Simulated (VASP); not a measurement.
Here is a VASP 6.6.1 calculation.

File INCAR:

```
  ALGO = Normal
  EDIFF = 1E-6
  EDIFFG = -0.01
  ENCUT = 600
  GGA = PE
  IBRION = 2
  ISIF = 3
  ISMEAR = 0
  LASPH = True
  LCHARG = False
  LREAL = False
  LWAVE = False
  NELM = 80
  NSW = 80
  PREC = Accurate
  SIGMA = 0.1
```

File KPOINTS:

```
k-points
0
Gamma
  18 18 18
```

The input POSCAR:

```
V
1.0
    0.0000000000      1.9099208951      1.9099208951
    1.9099208951      0.0000000000      1.9099208951
    1.9099208951      1.9099208951      0.0000000000
V
1
Direct
    0.0000000000      0.0000000000      0.0000000000
```

Potentials or basis: VASP PAW PBE potentials, release 64 (V_sv).

Run with:

```console
$ cat potpaw_PBE.64/V_sv/POTCAR > POTCAR
$ mpirun -np 1 vasp_std > vasp.out
```

(1) Estimate the relaxed cell.

(2) Predict the space group after relaxing (to 0.1 Å).

Answers

(1) a = 2.699 Å, b = 2.699 Å, c = 2.699 Å, α = 60.00°, β = 60.00°, γ = 60.00°.

(2) Fm-3m (No. 225).
